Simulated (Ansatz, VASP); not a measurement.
AlP: VASP beside Ansatz

INCAR

```
SYSTEM = AlP
ALGO     = Normal         ! electronic algorithm
EDIFF    = 1E-7           ! SCF threshold, eV
EDIFFG   = -0.002         ! ionic threshold
ENCUT    = 500            ! plane-wave cutoff, eV
GGA      = CA             ! functional
GGA_COMPAT= .FALSE.      
IBRION   = 2              ! ionic algorithm
ISIF     = 3              ! what is computed and relaxed
ISMEAR   = 0              ! smearing method
LASPH    = .TRUE.         ! aspherical terms in the spheres
LCHARG   = .FALSE.        ! write CHGCAR
LREAL    = .FALSE.        ! projectors in reciprocal space
LWAVE    = .FALSE.        ! write WAVECAR
NELM     = 120            ! most SCF steps
NELMIN   = 4            
NSW      = 100            ! ionic steps
PREC     = Accurate       ! precision mode
SIGMA    = 0.02           ! smearing width, eV
```

Contents of KPOINTS:

```
k-points
0
G
  8 8 8
  0 0 0
```

File POSCAR:

```
AlP
1.0
    0.0000000000      2.7364837100      2.7364837100
    2.7364837100      0.0000000000      2.7364837100
    2.7364837100      2.7364837100      0.0000000000
Al P
1 1
Direct
    0.0000000000      0.0000000000      0.0000000000
    0.2500000000      0.2500000000      0.2500000000
```

Input for Ansatz:

```yaml
crystal:
  lattice:
    - [0.0, 2.73648371, 2.73648371]
    - [2.73648371, 0.0, 2.73648371]
    - [2.73648371, 2.73648371, 0.0]
  atoms:
    - { symbol: Al, position: [0.0, 0.0, 0.0] }
    - { symbol: P, position: [0.25, 0.25, 0.25] }
basis:
  ecutwfc: 420
kpoints:
  mp_grid: { grid: [8, 8, 8] }
hamiltonian:
  xc: lda
  pseudopotentials: { kind: paw, azcp: { folder: soft_1 } }
scf:
  occupations: { method: gaussian, width: 0.02 }
output:
  forces: true
  stress: true
  eigenvalues: true
  write_density: true
  write_potential: true
  elf: true
  volumetric_format: npy
relax:
  adjacent_minimum: "off"
  f_tol: 0.002
  max_steps: 80
  cell: { stress_tol: 0.02 }
```

Alike in both runs: task relaxation of cell and atoms; functional LDA; k mesh 8 × 8 × 8; occupations gaussian, width 0.02 eV; no spin polarisation.

|  | VASP | Ansatz |
| --- | --- | --- |
| version | VASP 6.6.1 | Ansatz 0.2.0 |
| potentials or method | VASP PAW LDA potentials, release 64 (Al, P), cutoff 500 eV | scalar-relativistic, plane waves, PAW |
| valence electrons in the cell | 8 | 8 |

|  | VASP | Ansatz | Ansatz less VASP |
| --- | --- | --- | --- |
| gap on the k mesh at the Fermi level, each at its own relaxed structure (eV) | 1.42 | 1.42 | +0.003 |
| relaxed volume (Å³/atom) | 20.07 | 20.05 | -0.015 |
| relaxed cell length with the largest relative difference (Å) | 3.843 | 3.842 | -0.0009 |

Ansatz warns that its potentials were made for another functional, while VASP's fit it. LDA's correlation is that of Perdew and Zunger in VASP and of Perdew and Wang (1992) in Ansatz.
